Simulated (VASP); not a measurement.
SiC: single point with r2SCAN

The system is SiC.

```xyz
4
Lattice="3.0760 0.0000 0.0000 -1.5380 2.6639 0.0000 0.0000 0.0000 5.0480" Properties=species:S:1:pos:R:3 pbc="T T T"
Si    0.0000    1.5509    0.0000
Si    1.5380    1.1130    2.5240
C     0.0000    1.9784    1.9435
C     1.5380    0.6855    4.4675
```

This cell differs from its parent crystal: atoms displaced along a vibrational mode.

| Quantity | Value |
| --- | --- |
| Program | VASP 6.6.1 |
| Task | single point |
| Functional | r2SCAN |
| Potentials or basis | VASP PAW PBE potentials, release 64 (Si, C) |
| Cutoff | 520 eV |
| k mesh | 12 × 12 × 6 |
| Occupations | gaussian, width 0.05 eV |
| Spin | no spin polarisation |

The pressure is -0.8 GPa and the largest force is 1.721 eV/Å. The band gap on the k mesh is 2.12 eV (least direct gap 4.43 eV).

Forces on the atoms (eV/Å):
```
Si   0.000  1.522  0.804
Si   0.000 -1.522  0.804
C    0.000 -0.770 -0.804
C    0.000  0.770 -0.804
```

Stress tensor (GPa, compression positive):
```
 0.31  0.00  0.00
 0.00 -0.90  0.00
 0.00  0.00 -1.93
```

Levels at points of the mesh, in eV from the valence-band top:
| k point | band 6 | band 7 | band 8 | band 9 | band 10 | band 11 |
| --- | --- | --- | --- | --- | --- | --- |
| (0.00, 0.00, 0.00) | -1.06 | -0.49 | 0.00 | 5.10 | 5.82 | 6.36 |
| (0.50, 0.00, 0.00) | -3.85 | -3.20 | -2.12 | 3.22 | 3.67 | 6.14 |
| (0.00, 0.50, 0.00) | -4.08 | -3.89 | -2.01 | 2.42 | 5.20 | 7.36 |
| (0.00, 0.00, 0.50) | -1.44 | -1.17 | -1.17 | 5.95 | 5.95 | 7.18 |
| (0.50, 0.00, 0.50) | -3.35 | -2.37 | -2.37 | 3.07 | 3.07 | 5.16 |
| (0.00, 0.50, 0.50) | -3.21 | -2.32 | -2.32 | 3.11 | 3.11 | 4.75 |

Wall time 3.7 min on 1 thread of AMD EPYC 9R45 (Zen 5), with other jobs on the host, peak memory 0.2 GiB.

Caveat: the cell differs from its parent crystal (atoms displaced along a vibrational mode); the PAW data sets were made with another functional, which shifts forces and pressure a little. A k mesh can miss the band edges.
